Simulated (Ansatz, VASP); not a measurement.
This is a calculation of PbO2 for VASP 6.6.1.

The input INCAR:

```
PREC = Accurate ; ENCUT = 520
EDIFF = 1E-7 ; ISMEAR = -1
SIGMA = 0.03 ; LREAL = False
LASPH = True ; NELM = 60
ALGO = Normal ; ISIF = 2
LWAVE = False ; LCHARG = False
GGA = PS ; NBANDS = 35
```

The input KPOINTS:

```
Automatic mesh
0
Gamma
  4 4 5
```

File POSCAR:

```
PbO2
1.0
    4.9949598700      0.0000000000      0.0000000000
    0.0000000000      4.9949598700      0.0000000000
    0.0000000000      0.0000000000      3.4090009600
Pb O
2 4
Direct
    0.5000000000      0.5000000000      0.5000000000
    0.0000000000      0.0000000000      0.0000000000
    0.6925710400      0.6925710400      0.0000000000
    0.8074289600      0.1925710400      0.5000000000
    0.1925710400      0.8074289600      0.5000000000
    0.3074289600      0.3074289600      0.0000000000
```

Potentials or basis: VASP PAW PBE potentials, release 64 (Pb_d, O).

Command:

```console
$ cat potpaw_PBE.64/Pb_d/POTCAR potpaw_PBE.64/O/POTCAR > POTCAR
$ mpirun -np 1 vasp_std > vasp.out
```

Q: Translate it to Ansatz 0.2.0. Potentials there: all-electron LAPW, scalar-relativistic.

A: As run (the cutoff follows the program's own potentials):

File input.yaml:

```yaml
crystal:
  lattice:
    - [4.99495987, 0.0, 0.0]
    - [0.0, 4.99495987, 0.0]
    - [0.0, 0.0, 3.40900096]
  atoms:
    - { symbol: Pb, position: [0.5, 0.5, 0.5] }
    - { symbol: Pb, position: [0.0, 0.0, 0.0] }
    - { symbol: O, position: [0.69257104, 0.69257104, 0.0] }
    - { symbol: O, position: [0.80742896, 0.19257104, 0.5] }
    - { symbol: O, position: [0.19257104, 0.80742896, 0.5] }
    - { symbol: O, position: [0.30742896, 0.30742896, 0.0] }
kpoints:
  mp_grid: { grid: [4, 4, 5] }
scf:
  occupations: { method: fermi_dirac, width: 0.03 }
hamiltonian:
  xc: pbesol
  pseudopotentials: { kind: all_electron, lapw: { basis_error: 0.002 } }
output:
  forces: true
  stress: true
  eigenvalues: true
```

Potentials or basis: all-electron LAPW, scalar-relativistic.

Command:

```console
$ ansatz run input.yaml --threads 4 --pin off --max-ram 12288MiB --backend cpu --events-out ev --progress --plain --runs-dir out
```

Both were run:

|  | VASP | Ansatz | Ansatz less VASP |
| --- | --- | --- | --- |
| gap on the k mesh at the Fermi level (eV) | 0.23 | 0.22 | -0.001 |
| least direct gap on the mesh (eV) | 0.69 | 0.69 | -0.002 |
| pressure (GPa) | 0.5 | 0.2 | -0.23 |
| traceless stress, the component that is largest in VASP (GPa) | 0.24 | 0.13 | -0.113 |
| rms of the force components (eV/Å) | 0.002 | 0.006 | +0.0044 |

VASP's potentials were made for PBE, not for PBEsol. Atom by atom the forces differ by 0.004 eV/Å (rms over components). Ansatz ran all-electron here, and VASP with PAW potentials.

Neither program's run includes spin-orbit coupling.
